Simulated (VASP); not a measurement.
The system is Zr.

```xyz
2
Lattice="3.2320 0.0000 0.0000 -1.6160 2.7990 0.0000 0.0000 0.0000 5.1470" Properties=species:S:1:pos:R:3 pbc="T T T"
Zr    0.0000    1.8660    1.2868
Zr    1.6160    0.9330    3.8603
```

* Program: VASP 6.6.1
* Task: relaxation of cell and atoms
* Functional: PBEsol
* Potentials or basis: VASP PAW PBE potentials, release 64 (Zr_sv)
* Cutoff: 600 eV
* k mesh: 15 × 15 × 9
* Occupations: gaussian, width 0.02 eV
* Spin: no spin polarisation

At the start: pressure -3.2 GPa; volume 23.28 Å³/atom.

Question: Where does the relaxation end?

Answer: Over 6 steps the energy falls by 8.2 meV/atom and the volume is 22.48 Å³/atom (-3.4 %); space group P6_3/mmc (No. 194, to 0.05 Å).

Step by step:
| step | energy change (eV) | largest force (eV/Å) | pressure (GPa) | volume (Å³) |
| --- | --- | --- | --- | --- |
| 1 | 0.0000 | 0.0000 | -3.18 | 46.56 |
| 2 | 0.0002 | 0.0000 | 3.61 | 43.52 |
| 3 | -0.0160 | 0.0000 | 0.00 | 45.01 |
| 4 | -0.0160 | 0.0000 | 0.06 | 44.98 |
| 5 | -0.0164 | 0.0000 | 0.07 | 44.96 |
| 6 | -0.0165 | 0.0000 | 0.06 | 44.96 |

Final structure:
```
CELL_PARAMETERS angstrom
3.18550 0.00000 0.00000
-1.59275 2.75872 0.00000
0.00000 0.00000 5.11571
ATOMIC_POSITIONS crystal
Zr 0.33333 0.66667 0.25000
Zr 0.66667 0.33333 0.75000
```

Caveat: the PAW data sets were made with another functional, which shifts forces and pressure a little.
